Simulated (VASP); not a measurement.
Set up this calculation in VASP 6.6.1, as the native input.

```yaml
Task: relaxation of cell and atoms
Functional: PBE
Potentials_or_basis: VASP PAW PBE potentials, release 64 (Au)
Cutoff: 600 eV
k_mesh: 4 × 6 × 4
Occupations: gaussian, width 0.1 eV
Spin: no spin polarisation
Dipole_correction: no
Further_INCAR_settings: ALGO = Normal; EDIFF = 1e-06; IBRION = 2; EDIFFG = -0.04; NSW = 90; ISIF = 3
```

The structure of Au lies in POSCAR:

```
Au
1.0
    4.7044387500      0.0000000000      0.0000000000
    0.0000000000      2.8727723500      0.0000000000
    0.0000000000      0.0000000000      5.1108786800
Au
4
Direct
    0.2500000000      0.0000000000      0.1705165500
    0.7500000000      0.0000000000      0.8294834500
    0.2500000000      0.5000000000      0.6804687400
    0.7500000000      0.5000000000      0.3195312600
```

The input as run:

INCAR

```
PREC = Accurate
ENCUT = 600
EDIFF = 1E-6
ISMEAR = 0
SIGMA = 0.1
LREAL = F
LASPH = T
NELM = 60
ALGO = Normal
ISIF = 3
LWAVE = F
LCHARG = F
GGA = PE
IBRION = 2
NSW = 90
EDIFFG = -0.04
```

KPOINTS

```
Automatic mesh
0
Gamma
  4 6 4
```

Potentials or basis: VASP PAW PBE potentials, release 64 (Au).

Launch:

```sh
$ cat potpaw_PBE.64/Au/POTCAR > POTCAR
$ mpirun -np 1 vasp_std > vasp.out
```

It gave:

```yaml
Relaxed_volume: 18.01 Å³/atom
Relaxed_cell: a = 4.801 Å, b = 3.070 Å, c = 4.888 Å, α = 90.00°, β = 90.00°, γ = 90.00°
Space_group_after_relaxing_to_0.05_Å: Cmcm (No. 63)
Energy_gained_by_relaxing: 41.3 meV/atom
Ionic_steps: 12
Pressure_after_relaxing: 0.0 GPa
Largest_force_after_relaxing: 0.026 eV/Å
Band_gap_on_the_k_mesh: zero (band 22 reaches 9.97 eV, above the bottom of band 23 at 6.72 eV)
```

Caveat: the k points lie up to 0.34 Å⁻¹ apart in the final cell; spin-orbit coupling is left out, which moves the levels of the heavy elements.

Run time: 3.5 min on 1 thread of Intel(R) Xeon(R) 6975P-C (Granite Rapids), with other jobs on the host, peak memory 0.24 GiB.
